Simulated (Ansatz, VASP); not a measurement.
# Pd: VASP beside Ansatz

```xyz
2
Lattice="0.0000 2.8819 2.8819 2.8819 0.0000 2.8819 2.8819 2.8819 0.0000" Properties=species:S:1:pos:R:3 pbc="T T T"
Pd    0.7205    0.7205    0.7205
Pd    5.0433    5.0433    5.0433
```

Alike in both runs: task single point; functional LDA; k mesh 11 × 11 × 11; occupations fermi-dirac, width 0.05 eV; collinear spin.

|  | VASP | Ansatz |
| --- | --- | --- |
| version | VASP 6.6.1 | Ansatz 0.2.0 |
| potentials or method | VASP PAW LDA potentials, release 64 (Pd), cutoff 520 eV | plane waves (420 eV) with PAW, scalar-relativistic |
| valence electrons in the cell | 20 | 36 |

|  | VASP | Ansatz | Ansatz less VASP |
| --- | --- | --- | --- |
| pressure (GPa) | -6.1 | -6.0 | +0.08 |
| net moment per atom (μB) | 0.42 | 0.45 | +0.029 |
| size of the moment on the site where the two differ most (μB) | 0.41 | 0.43 | +0.020 |

Ansatz warns that its potentials were made for another functional, while VASP's fit it. LDA's correlation is that of Perdew and Zunger in VASP and of Perdew and Wang (1992) in Ansatz. Site moments also hang on the region over which each program counts them. VASP's potentials hold 20 valence electrons a cell and Ansatz's 36, so a difference there can come from the potentials and not from the codes.
